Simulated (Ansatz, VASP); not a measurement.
# MgS in VASP and in Ansatz

POSCAR

```
MgS
1.0
    4.2955415433      0.0000000000      0.0000000000
   -2.1477707716      3.7200480996      0.0000000000
    0.0000000000      0.0000000000      5.2850911870
Mg S
2 2
Direct
    0.3333333333      0.6666666667      0.2500000000
    0.6666666667      0.3333333333      0.7500000000
    0.6666666667      0.3333333333      0.2500000000
    0.3333333333      0.6666666667      0.7500000000
```

File INCAR.step1:

```
SYSTEM = MgS
ALGO = Normal
EDIFF = 1E-4
ENCUT = 520
GGA = PE
ISMEAR = 0
LASPH = .TRUE.
LCHARG = .FALSE.
LREAL = .FALSE.
LWAVE = .TRUE.
NBANDS = 16
NELM = 60
PREC = Accurate
SIGMA = 0.01
```

INCAR.step2

```
SYSTEM = MgS
ALGO = Normal
EDIFF = 1E-7
ENCUT = 520
ISIF = 2
ISMEAR = 0
ISTART = 1
LASPH = .TRUE.
LCHARG = .FALSE.
LMIXTAU = .TRUE.
LREAL = .FALSE.
LWAVE = .FALSE.
METAGGA = R2SCAN
NBANDS = 16
NELM = 60
PREC = Accurate
SIGMA = 0.01
```

File KPOINTS:

```
k-points
0
G
  12 12 6
  0 0 0
```

Input for Ansatz:

```yaml
crystal:
  lattice:
    - [4.2955415433, 0.0, 0.0]
    - [-2.1477707716, 3.7200480996, 0.0]
    - [0.0, 0.0, 5.285091187]
  atoms:
    - { symbol: Mg, position: [0.3333333333, 0.6666666667, 0.25] }
    - { symbol: Mg, position: [0.6666666667, 0.3333333333, 0.75] }
    - { symbol: S, position: [0.6666666667, 0.3333333333, 0.25] }
    - { symbol: S, position: [0.3333333333, 0.6666666667, 0.75] }
kpoints:
  mp_grid: { grid: [12, 12, 6] }
  band_path:
    path:
      - [0.0, 0.0, 0.0]
      - [0.5, 0.0, 0.0]
      - [0.3333333333, 0.3333333333, 0.0]
      - [0.0, 0.0, 0.5]
      - [0.5, 0.0, 0.5]
      - [0.3333333333, 0.3333333333, 0.5]
    npoints: 1
hamiltonian:
  xc: r2scan
scf:
  occupations: { method: fixed }
  n_extra_bands: 5
output:
  forces: true
  stress: true
  eigenvalues: true
```

Alike in both runs: task single point; functional r2SCAN; k mesh 12 × 12 × 6; no spin polarisation.

```csv
,VASP,Ansatz
version,VASP 6.6.1,Ansatz 0.2.0
potentials or method,"VASP PAW PBE potentials, release 64 (Mg, S)","plane waves, PAW"
plane-wave cutoff (eV),520,500
occupations,"gaussian, width 0.01 eV",fixed
valence electrons in the cell,16,32
```

```tsv
	VASP	Ansatz	Ansatz less VASP
gap on the k mesh at the Fermi level (eV)	3.63	3.65	+0.015
pressure (GPa)	-0.4	0.0	+0.35
traceless stress, the component that is largest in VASP (GPa)	0.05	0.04	-0.013
```

VASP's potentials were made for PBE, not for r2SCAN. VASP's potentials hold 16 valence electrons a cell and Ansatz's 32, so a difference there can come from the potentials and not from the codes.
